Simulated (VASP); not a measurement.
# Be (Fm-3m) in VASP: notebook

Runs on Be. Level: PBEsol. Tasks: relaxation of cell and atoms.

All numbers are computed with VASP 6.6.1; they aren't measurements. Logs are shortened: lines on timing, memory, paths and dates and some standing lists are left out, and cuts for length are marked.

## (1) The cell of the first run

The structure is cubic, space group Fm-3m (No. 225). Conventional cell: a = 3.055 Å, b = 3.055 Å, c = 3.055 Å, α = 90.00°, β = 90.00°, γ = 90.00°. Within 2.9 Å of Be (site symmetry m-3m) lie 12 Be at 2.16 Å.

This isn't the form of Be at room conditions, which is hcp.

## (2) Relaxation of cell and atoms, PBEsol, target pressure 13 GPa, at which the enthalpy is minimised

INCAR

```
SYSTEM = Be
PREC     = Accurate       ! precision mode
ENCUT    = 600            ! plane-wave cutoff, eV
EDIFF    = 1E-6           ! SCF threshold, eV
ISMEAR   = -1             ! smearing method
SIGMA    = 0.08           ! smearing width, eV
LREAL    = .False.        ! projectors in reciprocal space
LASPH    = .True.         ! aspherical terms in the spheres
NELM     = 100            ! most SCF steps
ALGO     = Normal         ! electronic algorithm
ISIF     = 3              ! what is computed and relaxed
LWAVE    = .False.        ! write WAVECAR
LCHARG   = .False.        ! write CHGCAR
GGA      = PS             ! functional
IBRION   = 2              ! ionic algorithm
NSW      = 60             ! ionic steps
EDIFFG   = -0.005         ! ionic threshold
PSTRESS  = 130.0
```

KPOINTS

```
Automatic mesh
0
Gamma
  21 21 21
  0 0 0
```

POSCAR

```
Be
1.0
    0.0000000000      1.5276774869      1.5276774869
    1.5276774869      0.0000000000      1.5276774869
    1.5276774869      1.5276774869      0.0000000000
Be
1
Direct
    0.0000000000      0.0000000000      0.0000000000
```

Potentials or basis: VASP PAW PBE potentials, release 64 (Be).

The run is started by

```console
$ cat potpaw_PBE.64/Be/POTCAR > POTCAR
$ mpirun -np 1 vasp_std > vasp.out
```

OUTCAR:

```text
SYSTEM = Be
   PREC = Accurate
   ENCUT = 600
   EDIFF = 1E-6
   ISMEAR = -1
   LREAL = .False.
   LASPH = .True.
   NELM = 100
   ISIF = 3
   GGA = PS
   IBRION = 2
   NSW = 60
   EDIFFG = -0.005
   PSTRESS = 130.0

 ion  position               nearest neighbor table
   1  0.000  0.000  0.000-

  LATTYP: Found a face centered cubic cell.
 ALAT       =     3.0553549738

  Lattice vectors:

 A1 = (   0.0000000000,   1.5276774869,   1.5276774869)
 A2 = (   1.5276774869,   0.0000000000,   1.5276774869)
 A3 = (   1.5276774869,   1.5276774869,   0.0000000000)

Analysis of symmetry for initial positions (statically):
=====================================================================
 Subroutine PRICEL returns:
 Original cell was already a primitive cell.

 Routine SETGRP: Setting up the symmetry group for a
 face centered cubic supercell.

 Subroutine GETGRP returns: Found 48 space group operations
 (whereof 48 operations were pure point group operations)
 out of a pool of 48 trial point group operations.

The static configuration has the point symmetry O_h .

Analysis of symmetry for dynamics (positions and initial velocities):
=====================================================================
 Subroutine PRICEL returns:
 Original cell was already a primitive cell.

 Routine SETGRP: Setting up the symmetry group for a
 face centered cubic supercell.

 Subroutine GETGRP returns: Found 48 space group operations
 (whereof 48 operations were pure point group operations)
 out of a pool of 48 trial point group operations.

The dynamic configuration has the point symmetry O_h .

 Subroutine INISYM returns: Found 48 space group operations
 (whereof 48 operations are pure point group operations),
 and found     1 'primitive' translations

----------------------------------------------------------------------------------------

                                     Primitive cell

  volume of cell :       7.1306

  direct lattice vectors                    reciprocal lattice vectors
     0.000000000  1.527677487  1.527677487    -0.327294212  0.327294212  0.327294212
     1.527677487  0.000000000  1.527677487     0.327294212 -0.327294212  0.327294212
     1.527677487  1.527677487  0.000000000     0.327294212  0.327294212 -0.327294212

  length of vectors
     2.160462221  2.160462221  2.160462221     0.566890205  0.566890205  0.566890205

  position of ions in fractional coordinates (direct lattice)
     0.000000000  0.000000000  0.000000000

  ion indices of the primitive-cell ions
   primitive index   ion index
                 1           1

----------------------------------------------------------------------------------------

 KPOINTS: Automatic mesh

Automatic generation of k-mesh.
 Grid dimensions read from file:
 generate k-points for:   21   21   21

 Generating k-lattice:

  Cartesian coordinates                     Fractional coordinates (reciprocal lattice)
    -0.015585439  0.015585439  0.015585439     0.047619048  0.000000000  0.000000000
     0.015585439 -0.015585439  0.015585439     0.000000000  0.047619048  0.000000000
     0.015585439  0.015585439 -0.015585439     0.000000000  0.000000000  0.047619048

  Length of vectors
     0.026994772  0.026994772  0.026994772

  Shift w.r.t. Gamma in fractional coordinates (k-lattice)
     0.000000000  0.000000000  0.000000000

 Subroutine IBZKPT returns following result:
 ===========================================

 Found    286 irreducible k-points:

[... 44 lines left out ...]
   NELM   =    100;   NELMIN=  2; NELMDL= -5     # of ELM steps
   EDIFF  = 0.1E-05   stopping-criterion for ELM
   LREAL  =      F    real-space projection
   EDIFFG = -.5E-02   stopping-criterion for IOM
   NSW    =     60    number of steps for IOM
   IBRION =      2    ionic relax: 0-MD 1-quasi-New 2-CG
   NFREE  =      1    steps in history (QN), initial steepest desc. (CG)
   ISIF   =      3    stress and relaxation
   ISYM   =      2    0-nonsym 1-usesym 2-fastsym
   POTIM  = 0.5000    time-step for ionic-motion
   TEBEG  =    0.0;   TEEND  =   0.0 temperature during run
   PSTRESS=  130.0 pullay stress
   NELECT =       2.0000    total number of electrons
   NUPDOWN=      -1.0000    fix difference up-down
   EMIN   =  10.00;   EMAX   =-10.00  energy-range for DOS
   EFERMI =   0.00;   METHOD = LEGACY
   ISMEAR =    -1;   SIGMA  =   0.08  broadening in eV -4-tet -1-fermi 0-gaus
   EFERMI_NEDOS =   21; number of points for ismear=-14 and -15
   IALGO  =     38    algorithm
   IMIX   =      4    mixing-type and parameters
     AMIX     =   0.40;   BMIX     =  1.00
     AMIX_MAG =   1.60;   BMIX_MAG =  1.00
  volume/ion in A,a.u.               =       7.13        48.12
  Fermi-wavevector in a.u.,A,eV,Ry     =   1.071626  2.025079 15.624683  1.148382
  Thomas-Fermi vector in A             =   2.207372
   LORBIT       =      0    0 simple, 1 ext, 2 COOP (PROOUT), +10 PAW based schemes
   GGA     = PS    functional components
   LHFCALC =     F    Hartree Fock is set to
   AEXX    =    0.0000 exact exchange contribution
   IVDW    =     0    specifies the selected vdW correction
   LEPSILON=     F    determine dielectric tensor
   LRPA    =     F    only Hartree local field effects (RPA)
 conjugate gradient relaxation of ions
 non-spin polarized calculation
  energy-cutoff  :      600.00
  volume of cell :        7.13
 maximum number of plane-waves:       259
 NGX is ok and might be reduce to    18
   NGX =  9   NGY =  9   NGZ =  9

--------------------------------------- Ionic step        1  -------------------------------------------

 number of electron       2.0000000 magnetization

 Free energy of the ion-electron system (eV)
  ---------------------------------------------------
  ext. energy  EPLUGINS =         0.00000000
  ---------------------------------------------------
  free energy    TOTEN  =        -3.89330265 eV

  energy without entropy =       -3.89204529  energy(sigma->0) =       -3.89267397

------------------------ aborting loop because EDIFF is reached ----------------------------------------

  FORCE on cell =-STRESS in cart. coord.  units (eV):
  Direction    XX          YY          ZZ          XY          YZ          ZX
  --------------------------------------------------------------------------------------
  -------------------------------------------------------------------------------------
  Total        0.5853256      0.5853256      0.5853256     -0.0000000      0.0000000     -0.0000000
  in kB      131.5173629    131.5173629    131.5173629     -0.0000000      0.0000000     -0.0000000
  external PRESSURE =       1.5173629 kB  Pullay stress =     130.0000000 kB

 VOLUME and BASIS-vectors are now :
 -----------------------------------------------------------------------------
  energy-cutoff  :      600.00
  volume of cell :        7.13
      direct lattice vectors                 reciprocal lattice vectors
     0.000000000  1.527677487  1.527677487    -0.327294212  0.327294212  0.327294212
     1.527677487  0.000000000  1.527677487     0.327294212 -0.327294212  0.327294212
     1.527677487  1.527677487  0.000000000     0.327294212  0.327294212 -0.327294212

 POSITION                                       TOTAL-FORCE (eV/Angst)
 -----------------------------------------------------------------------------------
      0.00000      0.00000      0.00000         0.000000      0.000000     -0.000000
 -----------------------------------------------------------------------------------
    total drift:                                0.000000      0.000000      0.000000

  FREE ENERGIE OF THE ION-ELECTRON SYSTEM (eV)
  ---------------------------------------------------
  free  energy   TOTEN  =        -3.8933026481 eV

  energy  without entropy=       -3.8920452861  energy(sigma->0) =       -3.89267397

  enthalpy is  TOTEN    =        -3.3147301297 eV   P V=        0.5785725184

--------------------------------------- Ionic step        2  -------------------------------------------

 number of electron       2.0000000 magnetization

 Free energy of the ion-electron system (eV)
  ---------------------------------------------------
  ext. energy  EPLUGINS =         0.00000000
  ---------------------------------------------------
  free energy    TOTEN  =        -3.89387109 eV

  energy without entropy =       -3.89260911  energy(sigma->0) =       -3.89324010

 E-fermi :   8.4307     XC(G=0): -10.9523

 val. band max:        8.4058805835   @ k =  -0.2857   0.4762   0.1905
 cond. band min:       8.4656026665   @ k =  -0.3810   0.3333   0.0000
 fundamental gap:      0.0597220831
 Fermi energy:         8.4307411445

 k-point     1 :       0.0000    0.0000    0.0000
  band No.  band energies     occupation
      1      -4.0295      2.00000
      2      29.4370      0.00000
      3      29.4370      0.00000
      4      29.4370      0.00000
      5      39.3984      0.00000
[... 177 lines left out ...]
 k-point    24 :      -0.3810    0.0476    0.0000
  band No.  band energies     occupation
      1       1.2069      2.00000
      2      11.1938      0.00000
      3      25.5077      0.00000
      4      26.6856      0.00000
      5      35.6455      0.00000

 [... further k-points ...]

------------------------ aborting loop because EDIFF is reached ----------------------------------------

  FORCE on cell =-STRESS in cart. coord.  units (eV):
  Direction    XX          YY          ZZ          XY          YZ          ZX
  --------------------------------------------------------------------------------------
  -------------------------------------------------------------------------------------
  Total        0.5786210      0.5786210      0.5786210      0.0000000      0.0000000      0.0000000
  in kB      129.8839031    129.8839031    129.8839031      0.0000000      0.0000000      0.0000000
  external PRESSURE =      -0.1160969 kB  Pullay stress =     130.0000000 kB

 VOLUME and BASIS-vectors are now :
 -----------------------------------------------------------------------------
  energy-cutoff  :      600.00
  volume of cell :        7.14
      direct lattice vectors                 reciprocal lattice vectors
    -0.000000000  1.528175186  1.528175186    -0.327187619  0.327187619  0.327187619
     1.528175186  0.000000000  1.528175186     0.327187619 -0.327187619  0.327187619
     1.528175186  1.528175186 -0.000000000     0.327187619  0.327187619 -0.327187619

 POSITION                                       TOTAL-FORCE (eV/Angst)
 -----------------------------------------------------------------------------------
      1.52818      1.52818      3.05635         0.000000      0.000000     -0.000000
 -----------------------------------------------------------------------------------
    total drift:                               -0.000000     -0.000000      0.000000

  FREE ENERGIE OF THE ION-ELECTRON SYSTEM (eV)
  ---------------------------------------------------
  free  energy   TOTEN  =        -3.8938710924 eV

  energy  without entropy=       -3.8926091103  energy(sigma->0) =       -3.89324010

  enthalpy is  TOTEN    =        -3.3147329138 eV   P V=        0.5791381786

 reached required accuracy - stopping structural energy minimisation
```

Wall time 5.7 s (1 thread of AMD EPYC 9R45 (Zen 5), shared host); peak memory 0.09 GiB.

Results:

* Free energy: -3.8939 eV
* Relaxed volume: 7.14 Å³/atom
* Relaxed cell: a = 2.161 Å, b = 2.161 Å, c = 2.161 Å, α = 60.00°, β = 60.00°, γ = 60.00°
* Space group after relaxing (to 0.1 Å): Fm-3m (No. 225)
* Energy change on relaxing (the run minimises the enthalpy): -0.6 meV/atom
* Ionic steps: 2
* Pressure after relaxing: 13.0 GPa
* Band gap on the k mesh: zero (bands 1 and 2 overlap by 0.54 eV)

The path:
```tsv
step	energy change (eV)	largest force (eV/Å)	pressure (GPa)	volume (Å³)
1	0.0000	0.0000	13.15	7.13
2	-0.0006	0.0000	12.99	7.14
```

Final structure:
```
Be
1.0
     0.00000    1.52818    1.52818
     1.52818    0.00000    1.52818
     1.52818    1.52818    0.00000
Be
1
Direct
  0.00000 0.00000 0.00000
```

Levels at points of the mesh, in eV from the Fermi level:
```
           k point  band 1  band 2  band 3  band 4
(0.00, 0.00, 0.00)  -12.46   21.01   21.01   21.01
```

Caveat: the cell is relaxed towards a set pressure, so the run minimises the enthalpy, not the energy; the PAW data sets were made with another functional, which shifts forces and pressure a little.

## (3) Relaxation of cell and atoms, PBEsol, target pressure 13 GPa, at which the enthalpy is minimised

INCAR

```
PREC = Accurate ; ENCUT = 600
EDIFF = 1E-7 ; ISMEAR = -1
SIGMA = 0.08 ; LREAL = F
LASPH = T ; NELM = 80
ALGO = Normal ; ISIF = 3
LWAVE = F ; LCHARG = F
GGA = PS ; IBRION = 2
NSW = 32 ; EDIFFG = -0.005
PSTRESS = 130.0
```

KPOINTS

```
Automatic mesh
0
Gamma
  21 21 21
```

POSCAR

```
Be
1.0
    0.0000000000      1.5266871323      1.5266871323
    1.5266871323      0.0000000000      1.5266871323
    1.5266871323      1.5266871323      0.0000000000
Be
1
Direct
    0.0000000000      0.0000000000      0.0000000000
```

Potentials or basis: VASP PAW PBE potentials, release 64 (Be).

The run is started by

```console
$ cat potpaw_PBE.64/Be/POTCAR > POTCAR
$ mpirun -np 1 vasp_std > vasp.out
```

Run time: 7.5 s. Hardware: 1 thread of AMD EPYC 9R45 (Zen 5), shared host; peak memory 0.09 GiB.

It converged, with:

| Quantity | Value |
| --- | --- |
| Free energy | -3.8939 eV |
| Relaxed volume | 7.14 Å³/atom |
| Relaxed cell | a = 2.161 Å, b = 2.161 Å, c = 2.161 Å, α = 60.00°, β = 60.00°, γ = 60.00° |
| Space group after relaxing (to 0.1 Å) | Fm-3m (No. 225) |
| Energy change on relaxing (the run minimises the enthalpy) | -1.8 meV/atom |
| Ionic steps | 2 |
| Pressure after relaxing | 13.0 GPa |
| Band gap on the k mesh | zero (bands 1 and 2 overlap by 0.54 eV) |

The path:
```
step  energy change (eV)  largest force (eV/Å)  pressure (GPa)  volume (Å³)
   1              0.0000                0.0000           13.47         7.12
   2             -0.0018                0.0000           12.97         7.14
```

Final structure:
```
Be
1.0
     0.00000    1.52824    1.52824
     1.52824    0.00000    1.52824
     1.52824    1.52824    0.00000
Be
1
Direct
  0.00000 0.00000 0.00000
```

Levels at points of the mesh, in eV from the Fermi level:
```
           k point  band 1  band 2  band 3  band 4
(0.00, 0.00, 0.00)  -12.46   21.00   21.00   21.00
```

Caveat: the cell is relaxed towards a set pressure, so the run minimises the enthalpy, not the energy; the PAW data sets were made with another functional, which shifts forces and pressure a little.

The gap in the log of VASP goes by the Fermi energy; the results here count the filled bands.